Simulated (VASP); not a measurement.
A run of VASP 6.6.1:

The input INCAR:

```
SYSTEM = Sb
ALGO = Normal
EDIFF = 1E-6
ENCUT = 520
GGA = PE
ISIF = 2
ISMEAR = -1
LASPH = .True.
LCHARG = .True.
LELF = .True.
LREAL = .False.
LVHAR = .True.
LWAVE = .False.
NBANDS = 12
NELM = 80
PREC = Accurate
SIGMA = 0.1
```

Contents of KPOINTS:

```
k-points
0
Gamma
  9 9 9
  0 0 0
```

POSCAR

```
Sb
1.0
    2.1879027727      1.2631862548      3.8431662947
   -2.1879027727      1.2631862548      3.8431662947
    0.0000000000     -2.5263725096      3.8431662947
Sb
2
Direct
    0.2326797760      0.2326797760      0.2326797760
    0.7673202240      0.7673202240      0.7673202240
```

Potentials or basis: VASP PAW PBE potentials, release 64 (Sb).

Command:

```sh
$ cat potpaw_PBE.64/Sb/POTCAR > POTCAR
$ mpirun -np 1 vasp_std > vasp.out
```

Hardware: 1 thread of Intel(R) Xeon(R) 6975P-C (Granite Rapids), with other jobs on the host.

Q: Estimate the wall time of this run.

A: It took 18 s on 1 thread of Intel(R) Xeon(R) 6975P-C (Granite Rapids), with other jobs on the host, peak memory 0.23 GiB. Counts: scf iterations 10, k points 85.
